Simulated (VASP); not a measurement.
Input of a VASP 6.6.1 run:

File INCAR:

```
SYSTEM = Sb
ALGO = Normal
EDIFF = 1E-7
ENCUT = 520
GGA = PS
ISIF = 2
ISMEAR = -1
LASPH = .TRUE.
LCHARG = .FALSE.
LREAL = .FALSE.
LWAVE = .FALSE.
NBANDS = 12
NELM = 80
PREC = Accurate
SIGMA = 0.1
```

The input KPOINTS:

```
k-points
0
G
  18 18 10
  0 0 0
```

Contents of POSCAR:

```
Sb
1.0
    3.3151258720      0.0000000000      0.0000000000
   -1.6575629360      2.8709832219      0.0000000000
    0.0000000000      0.0000000000      5.4817690713
Sb
2
Direct
    0.3333333333      0.6666666667      0.2500000000
    0.6666666667      0.3333333333      0.7500000000
```

Potentials or basis: VASP PAW PBE potentials, release 64 (Sb).

Launch:

```console
$ cat potpaw_PBE.64/Sb/POTCAR > POTCAR
$ mpirun -np 1 vasp_std > vasp.out
```

(1) What does it give for the pressure?

(2) What does it give for the band gap on the k mesh?

## Answers

(1) 0.2 GPa.

(2) zero (bands 5 and 6 overlap by 8.06 eV).

Caveat: the PAW data sets were made with another functional, which shifts forces and pressure a little; spin-orbit coupling is left out, which moves the levels of the heavy elements.
